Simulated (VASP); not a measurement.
# C (Fd-3m) in VASP: further runs

Aim: see how the results for C move with the level of theory and the settings. Levels: r2SCAN, HSE06, PBE. Tasks: single point.

All numbers are computed with VASP 6.6.1; they aren't measurements. Logs are shortened: lines on timing, memory, paths and dates and some standing lists are left out, and cuts for length are marked.

### 1 The cell of the first run

It takes space group Fd-3m (No. 227, cubic). Conventional cell: a = 3.596 Å, b = 3.596 Å, c = 3.596 Å, α = 90.00°, β = 90.00°, γ = 90.00°. C (site symmetry -43m) has 4 C at 1.56 Å within 2.1 Å.

### 2 Single point, r2SCAN (strain +1.0%)

POSCAR reads:

```
C
1.0
    0.0000000000      1.7979253840      1.7979253840
    1.7979253840      0.0000000000      1.7979253840
    1.7979253840      1.7979253840      0.0000000000
C
2
Direct
    0.0000000000      0.0000000000      0.0000000000
    0.2500000000      0.2500000000      0.2500000000
```

INCAR.step1 reads:

```
PREC = Accurate ; ENCUT = 520
ISMEAR = 0 ; SIGMA = 0.01
LREAL = False ; LASPH = True
NELM = 100 ; NBANDS = 11
GGA = PE ; ALGO = Normal
EDIFF = 1E-4 ; LWAVE = True
LCHARG = False
```

INCAR.step2 reads:

```
PREC = Accurate ; ENCUT = 520
EDIFF = 1E-6 ; ISMEAR = 0
SIGMA = 0.01 ; LREAL = False
LASPH = True ; NELM = 100
ALGO = Normal ; ISIF = 2
LWAVE = False ; LCHARG = True
METAGGA = R2SCAN ; LMIXTAU = True
LELF = True ; LVHAR = True
NBANDS = 11 ; ISTART = 1
```

KPOINTS reads:

```
regular mesh
0
Gamma
  12 12 12
```

Potentials or basis: VASP PAW PBE potentials, release 64 (C).

The run is started by

```bash
$ cat potpaw_PBE.64/C/POTCAR > POTCAR
$ cp INCAR.step1 INCAR
$ mpirun -np 1 vasp_std > vasp.out
$ cp INCAR.step2 INCAR
$ mpirun -np 1 vasp_std > vasp.out
```

OUTCAR:

```text
PREC = Accurate
   ENCUT = 520
   EDIFF = 1E-6
   ISMEAR = 0
   LREAL = False
   LASPH = True
   NELM = 100
   ISIF = 2
   METAGGA = R2SCAN
   ISTART = 1

 ion  position               nearest neighbor table
   1  0.000  0.000  0.000-   2 1.56   2 1.56   2 1.56   2 1.56
   2  0.250  0.250  0.250-   1 1.56   1 1.56   1 1.56   1 1.56

  LATTYP: Found a face centered cubic cell.
 ALAT       =     3.5958507680

  Lattice vectors:

 A1 = (   0.0000000000,   1.7979253840,   1.7979253840)
 A2 = (   1.7979253840,   0.0000000000,   1.7979253840)
 A3 = (   1.7979253840,   1.7979253840,   0.0000000000)

Analysis of symmetry for initial positions (statically):
=====================================================================
 Subroutine PRICEL returns:
 Original cell was already a primitive cell.

 Routine SETGRP: Setting up the symmetry group for a
 face centered cubic supercell.

 Subroutine GETGRP returns: Found 48 space group operations
 (whereof 24 operations were pure point group operations)
 out of a pool of 48 trial point group operations.

The static configuration has the point symmetry T_d .
 The point group associated with its full space group is O_h .

Analysis of symmetry for dynamics (positions and initial velocities):
=====================================================================
 Subroutine PRICEL returns:
 Original cell was already a primitive cell.

 Routine SETGRP: Setting up the symmetry group for a
 face centered cubic supercell.

 Subroutine GETGRP returns: Found 48 space group operations
 (whereof 24 operations were pure point group operations)
 out of a pool of 48 trial point group operations.

The dynamic configuration has the point symmetry T_d .
 The point group associated with its full space group is O_h .

 Subroutine INISYM returns: Found 48 space group operations
 (whereof 24 operations are pure point group operations),
 and found     1 'primitive' translations

----------------------------------------------------------------------------------------

                                     Primitive cell

  volume of cell :      11.6237

  direct lattice vectors                    reciprocal lattice vectors
     0.000000000  1.797925384  1.797925384    -0.278098304  0.278098304  0.278098304
     1.797925384  0.000000000  1.797925384     0.278098304 -0.278098304  0.278098304
[... 91 lines left out ...]
   ISIF   =      2    stress and relaxation
   ISYM   =      2    0-nonsym 1-usesym 2-fastsym
   POTIM  = 0.5000    time-step for ionic-motion
   TEBEG  =    0.0;   TEEND  =   0.0 temperature during run
   PSTRESS=    0.0 pullay stress
   NELECT =       8.0000    total number of electrons
   NUPDOWN=      -1.0000    fix difference up-down
   EMIN   =  10.00;   EMAX   =-10.00  energy-range for DOS
   EFERMI =   0.00;   METHOD = LEGACY
   ISMEAR =     0;   SIGMA  =   0.01  broadening in eV -4-tet -1-fermi 0-gaus
   EFERMI_NEDOS =   21; number of points for ismear=-14 and -15
   IALGO  =     38    algorithm
   IMIX   =      4    mixing-type and parameters
     AMIX     =   0.40;   BMIX     =  1.00
     AMIX_MAG =   1.60;   BMIX_MAG =  1.00
  volume/ion in A,a.u.               =       5.81        39.22
  Fermi-wavevector in a.u.,A,eV,Ry     =   1.445406  2.731421 28.425268  2.089198
  Thomas-Fermi vector in A             =   2.563591
   LORBIT       =      0    0 simple, 1 ext, 2 COOP (PROOUT), +10 PAW based schemes
   METAGGA = R2SCAN    functional components
   LHFCALC =     F    Hartree Fock is set to
   AEXX    =    0.0000 exact exchange contribution
   IVDW    =     0    specifies the selected vdW correction
   LEPSILON=     F    determine dielectric tensor
   LRPA    =     F    only Hartree local field effects (RPA)
 non-spin polarized calculation
 Gauss-broadening in eV      SIGMA  =   0.01
  energy-cutoff  :      520.00
  volume of cell :       11.62
 maximum number of plane-waves:       331
   NGX =  9   NGY =  9   NGZ =  9

 number of electron       8.0000000 magnetization

 Free energy of the ion-electron system (eV)
  ---------------------------------------------------
  ext. energy  EPLUGINS =         0.00000000
  ---------------------------------------------------
  free energy    TOTEN  =       -19.64625296 eV

  energy without entropy =      -19.64625296  energy(sigma->0) =      -19.64625296

 E-fermi :   9.5585     XC(G=0): -14.1245

 val. band max:        9.3616681002   @ k =   0.0000   0.0000   0.0000
 cond. band min:      13.6472357287   @ k =   0.3333   0.3333   0.0000
 fundamental gap:      4.2855676285
 Fermi energy:         9.5585191034

 k-point     1 :       0.0000    0.0000    0.0000
  band No.  band energies     occupation
      1     -12.9989      2.00000
      2       9.3617      2.00000
      3       9.3617      2.00000
      4       9.3617      2.00000
      5      15.1301      0.00000
      6      15.1301      0.00000
      7      15.1301      0.00000
      8      22.5995      0.00000
      9      29.4223      0.00000
     10      36.4809      0.00000
     11      36.4809      0.00000
[... 309 lines left out ...]
 k-point    24 :      -0.4167    0.1667    0.0000
  band No.  band energies     occupation
      1      -6.7429      2.00000
      2      -3.5860      2.00000
      3       3.6510      2.00000
      4       5.6419      2.00000
      5      17.1500      0.00000
      6      19.9655      0.00000
      7      20.7565      0.00000
      8      25.4419      0.00000
      9      29.6280      0.00000
     10      34.3513      0.00000
     11      34.8806      0.00000

 [... further k-points ...]

------------------------ aborting loop because EDIFF is reached ----------------------------------------

  FORCE on cell =-STRESS in cart. coord.  units (eV):
  Direction    XX          YY          ZZ          XY          YZ          ZX
  --------------------------------------------------------------------------------------
  -------------------------------------------------------------------------------------
  Total       -0.8502481     -0.8502481     -0.8502481      0.0000000      0.0000000     -0.0000000
  in kB     -117.1955928   -117.1955928   -117.1955928      0.0000000      0.0000000     -0.0000000
  external PRESSURE =    -117.1955928 kB  Pullay stress =       0.0000000 kB

 VOLUME and BASIS-vectors are now :
 -----------------------------------------------------------------------------
  energy-cutoff  :      520.00
  volume of cell :       11.62
      direct lattice vectors                 reciprocal lattice vectors
     0.000000000  1.797925384  1.797925384    -0.278098304  0.278098304  0.278098304
     1.797925384  0.000000000  1.797925384     0.278098304 -0.278098304  0.278098304
     1.797925384  1.797925384  0.000000000     0.278098304  0.278098304 -0.278098304

 POSITION                                       TOTAL-FORCE (eV/Angst)
 -----------------------------------------------------------------------------------
      0.00000      0.00000      0.00000        -0.000000     -0.000000     -0.000000
      0.89896      0.89896      0.89896         0.000000      0.000000      0.000000
 -----------------------------------------------------------------------------------
    total drift:                                0.000000      0.000000      0.000000

  FREE ENERGIE OF THE ION-ELECTRON SYSTEM (eV)
  ---------------------------------------------------
  free  energy   TOTEN  =       -19.6462529592 eV

  energy  without entropy=      -19.6462529592  energy(sigma->0) =      -19.64625296
```

OSZICAR.step1:

```text
N       E                     dE             d eps       ncg     rms          rms(c)
DAV:   1     0.140522925427E+01    0.14052E+01   -0.48502E+03  1611   0.717E+02
DAV:   2    -0.183749793002E+02   -0.19780E+02   -0.19072E+02  2099   0.125E+02
DAV:   3    -0.187725650696E+02   -0.39759E+00   -0.39669E+00  1818   0.138E+01
DAV:   4    -0.187732416449E+02   -0.67658E-03   -0.67656E-03  1724   0.721E-01
DAV:   5    -0.187732424493E+02   -0.80437E-06   -0.80437E-06  1812   0.236E-02    0.538E+00
DAV:   6    -0.183286239598E+02    0.44462E+00   -0.23207E-01  1635   0.338E+00    0.322E+00
DAV:   7    -0.181789073128E+02    0.14972E+00   -0.28669E-01  1686   0.380E+00    0.719E-01
DAV:   8    -0.181806698755E+02   -0.17626E-02   -0.82566E-03  1638   0.672E-01    0.430E-02
DAV:   9    -0.181807129807E+02   -0.43105E-04   -0.62725E-05  1772   0.639E-02
   1 F= -.18180713E+02 E0= -.18180713E+02  d E =-.132236E-59
```

It took 50 s on 1 thread of AMD EPYC 7R43 (Zen 3), shared host; peak memory 0.08 GiB.

Results:

```
Free energy            : -19.6463 eV
Pressure               : -11.7 GPa
Band gap on the k mesh : 4.29 eV, indirect (least direct gap 5.77 eV)
```

Caveat: the cell differs from its parent crystal (strain +1.0%); the PAW data sets were made with another functional, which shifts forces and pressure a little. A k mesh can miss the band edges.

### 3 Single point, HSE06 (strain -3.0%)

POSCAR reads:

```
C
1.0
    0.0000000000      1.7267204183      1.7267204183
    1.7267204183      0.0000000000      1.7267204183
    1.7267204183      1.7267204183      0.0000000000
C
2
Direct
    0.0000000000      0.0000000000      0.0000000000
    0.2500000000      0.2500000000      0.2500000000
```

INCAR.step1 reads:

```
SYSTEM = C
  PREC = Accurate
  ENCUT = 520
  EDIFF = 1E-5
  ISMEAR = 0
  SIGMA = 0.01
  LREAL = .False.
  LASPH = .True.
  NELM = 80
  ALGO = Normal
  ISIF = 2
  LWAVE = .True.
  GGA = PE
  NBANDS = 11
```

INCAR.step2 reads:

```
SYSTEM = C
  PREC = Accurate
  ENCUT = 520
  EDIFF = 1E-6
  ISMEAR = 0
  SIGMA = 0.01
  LREAL = .False.
  LASPH = .True.
  NELM = 80
  ALGO = Normal
  ISIF = 2
  LWAVE = .False.
  LCHARG = .True.
  GGA = PE
  LHFCALC = .True.
  HFSCREEN = 0.2079
  PRECFOCK = Normal
  LELF = .True.
  LVHAR = .True.
  ISTART = 1
  NBANDS = 11
```

KPOINTS reads:

```
regular mesh
0
Gamma
  8 8 8
  0 0 0
```

Potentials or basis: VASP PAW PBE potentials, release 64 (C).

The run is started by

```bash
$ cat potpaw_PBE.64/C/POTCAR > POTCAR
$ cp INCAR.step1 INCAR
$ mpirun -np 1 vasp_std > vasp.out
$ cp INCAR.step2 INCAR
$ mpirun -np 1 vasp_std > vasp.out
```

OUTCAR:

```text
SYSTEM = C
   PREC = Accurate
   ENCUT = 520
   EDIFF = 1E-6
   ISMEAR = 0
   LREAL = .False.
   LASPH = .True.
   NELM = 80
   ISIF = 2
   GGA = PE
   LHFCALC = .True.
   HFSCREEN = 0.2079
   PRECFOCK = Normal
   ISTART = 1

 ion  position               nearest neighbor table
   1  0.000  0.000  0.000-   2 1.50   2 1.50   2 1.50   2 1.50
   2  0.250  0.250  0.250-   1 1.50   1 1.50   1 1.50   1 1.50

  LATTYP: Found a face centered cubic cell.
 ALAT       =     3.4534408366

  Lattice vectors:

 A1 = (   0.0000000000,   1.7267204183,   1.7267204183)
 A2 = (   1.7267204183,   0.0000000000,   1.7267204183)
 A3 = (   1.7267204183,   1.7267204183,   0.0000000000)

Analysis of symmetry for initial positions (statically):
=====================================================================
 Subroutine PRICEL returns:
 Original cell was already a primitive cell.

 Routine SETGRP: Setting up the symmetry group for a
 face centered cubic supercell.

 Subroutine GETGRP returns: Found 48 space group operations
 (whereof 24 operations were pure point group operations)
 out of a pool of 48 trial point group operations.

The static configuration has the point symmetry T_d .
 The point group associated with its full space group is O_h .

Analysis of symmetry for dynamics (positions and initial velocities):
=====================================================================
 Subroutine PRICEL returns:
 Original cell was already a primitive cell.

 Routine SETGRP: Setting up the symmetry group for a
 face centered cubic supercell.

 Subroutine GETGRP returns: Found 48 space group operations
 (whereof 24 operations were pure point group operations)
 out of a pool of 48 trial point group operations.

The dynamic configuration has the point symmetry T_d .
 The point group associated with its full space group is O_h .

[... 129 lines left out ...]
   NKREDZ  =     1    reduce k-point grid by
   AEXX    =    0.2500 exact exchange contribution
   HFSCREEN=    0.2079 screening length (either q_TF or 0.3 A-1)
   HFSCREENC=   0.2079 screening length for correlation (either q_TF or 0.3 A-1)
   ENCUTFOCK=  -1.0 apply spherical cutoff to Coloumb kernel
   IVDW    =     0    specifies the selected vdW correction
   LEPSILON=     F    determine dielectric tensor
   LRPA    =     F    only Hartree local field effects (RPA)
 non-spin polarized calculation
 Gauss-broadening in eV      SIGMA  =   0.01
  energy-cutoff  :      520.00
  volume of cell :       10.30
 maximum number of plane-waves:       290
  NGX = 14; NGY = 14; NGZ = 14

 number of electron       7.9999998 magnetization

 Free energy of the ion-electron system (eV)
  ---------------------------------------------------
  ext. energy  EPLUGINS =         0.00000000
  ---------------------------------------------------
  free energy    TOTEN  =       -20.93869071 eV

  energy without entropy =      -20.93869071  energy(sigma->0) =      -20.93869071

 E-fermi :  10.6119     XC(G=0): -11.1985

 val. band max:       10.5503239252   @ k =   0.0000   0.0000   0.0000
 cond. band min:      16.0723001539   @ k =   0.3750   0.3750   0.0000
 fundamental gap:      5.5219762287
 Fermi energy:        10.6119133585

 k-point     1 :       0.0000    0.0000    0.0000
  band No.  band energies     occupation
      1     -14.3994      2.00000
      2      10.5503      2.00000
      3      10.5503      2.00000
      4      10.5503      2.00000
      5      17.8161      0.00000
      6      17.8161      0.00000
      7      17.8161      0.00000
      8      28.2010      0.00000
      9      32.7621      0.00000
     10      40.0073      0.00000
     11      40.0073      0.00000
[... 309 lines left out ...]
 k-point    24 :      -0.3750    0.2500    0.1250
  band No.  band energies     occupation
      1      -6.4090      2.00000
      2      -4.0262      2.00000
      3       3.1476      2.00000
      4       4.9446      2.00000
      5      20.5979      0.00000
      6      22.4738      0.00000
      7      27.0457      0.00000
      8      28.7824      0.00000
      9      31.5302      0.00000
     10      38.8143      0.00000
     11      40.4138      0.00000

 [... further k-points ...]

------------------------ aborting loop because EDIFF is reached ----------------------------------------

  FORCE on cell =-STRESS in cart. coord.  units (eV):
  Direction    XX          YY          ZZ          XY          YZ          ZX
  --------------------------------------------------------------------------------------
  -------------------------------------------------------------------------------------
  Total        2.8299519      2.8299519      2.8299519     -0.0000000      0.0000000      0.0000000
  in kB      440.3455079    440.3455079    440.3455079     -0.0000000      0.0000000      0.0000000
  external PRESSURE =     440.3455079 kB  Pullay stress =       0.0000000 kB

 VOLUME and BASIS-vectors are now :
 -----------------------------------------------------------------------------
  energy-cutoff  :      520.00
  volume of cell :       10.30
      direct lattice vectors                 reciprocal lattice vectors
     0.000000000  1.726720418  1.726720418    -0.289566275  0.289566275  0.289566275
     1.726720418  0.000000000  1.726720418     0.289566275 -0.289566275  0.289566275
     1.726720418  1.726720418  0.000000000     0.289566275  0.289566275 -0.289566275

 POSITION                                       TOTAL-FORCE (eV/Angst)
 -----------------------------------------------------------------------------------
      0.00000      0.00000      0.00000         0.000000      0.000000      0.000000
      0.86336      0.86336      0.86336        -0.000000     -0.000000     -0.000000
 -----------------------------------------------------------------------------------
    total drift:                                0.000000     -0.000000      0.000000

  FREE ENERGIE OF THE ION-ELECTRON SYSTEM (eV)
  ---------------------------------------------------
  free  energy   TOTEN  =       -20.9386907120 eV

  energy  without entropy=      -20.9386907120  energy(sigma->0) =      -20.93869071
```

OSZICAR.step1:

```text
N       E                     dE             d eps       ncg     rms          rms(c)
DAV:   1    -0.630656569530E-01   -0.63066E-01   -0.48513E+03   665   0.721E+02
DAV:   2    -0.185483632080E+02   -0.18485E+02   -0.18024E+02   821   0.125E+02
DAV:   3    -0.188541359013E+02   -0.30577E+00   -0.30536E+00   760   0.122E+01
DAV:   4    -0.188545136484E+02   -0.37775E-03   -0.37774E-03   686   0.548E-01
DAV:   5    -0.188545140293E+02   -0.38091E-06   -0.38091E-06   719   0.161E-02    0.629E+00
DAV:   6    -0.182217712383E+02    0.63274E+00   -0.33113E-01   647   0.413E+00    0.377E+00
DAV:   7    -0.180093339743E+02    0.21244E+00   -0.39411E-01   668   0.456E+00    0.924E-01
DAV:   8    -0.180114037196E+02   -0.20697E-02   -0.10199E-02   671   0.778E-01    0.473E-02
DAV:   9    -0.180114354911E+02   -0.31772E-04   -0.63179E-05   740   0.640E-02    0.265E-02
DAV:  10    -0.180114558250E+02   -0.20334E-04   -0.13771E-05   692   0.338E-02    0.543E-03
DAV:  11    -0.180114559549E+02   -0.12985E-06   -0.23754E-07   334   0.464E-03
   1 F= -.18011456E+02 E0= -.18011456E+02  d E =-.329498E-22
```

It took 5.7 min on 1 thread of Intel Xeon Platinum 8488C (Sapphire Rapids), shared host; peak memory 0.21 GiB.

What came out:

```yaml
Free_energy: -20.9387 eV
Pressure: 44.0 GPa
Band_gap_on_the_k_mesh: 5.52 eV, indirect (least direct gap 7.27 eV)
```

Levels at points of the mesh, in eV from the valence-band top:
```tsv
k point	band 1	band 2	band 3	band 4	band 5	band 6	band 7	band 8	band 9
(0.00, 0.00, 0.00)	-24.95	0.00	0.00	0.00	7.27	7.27	7.27	17.65	22.21
(0.50, 0.00, 0.00)	-18.13	-15.80	-3.34	-3.34	10.44	10.44	11.76	18.48	25.48
(0.50, 0.50, 0.00)	-14.82	-14.82	-7.52	-7.52	6.13	6.13	20.82	20.82	27.53
```

Caveat: the cell differs from its parent crystal (strain -3.0%); the PAW data sets were made with another functional, which shifts forces and pressure a little.

(Part 1 of 2 ends here.)
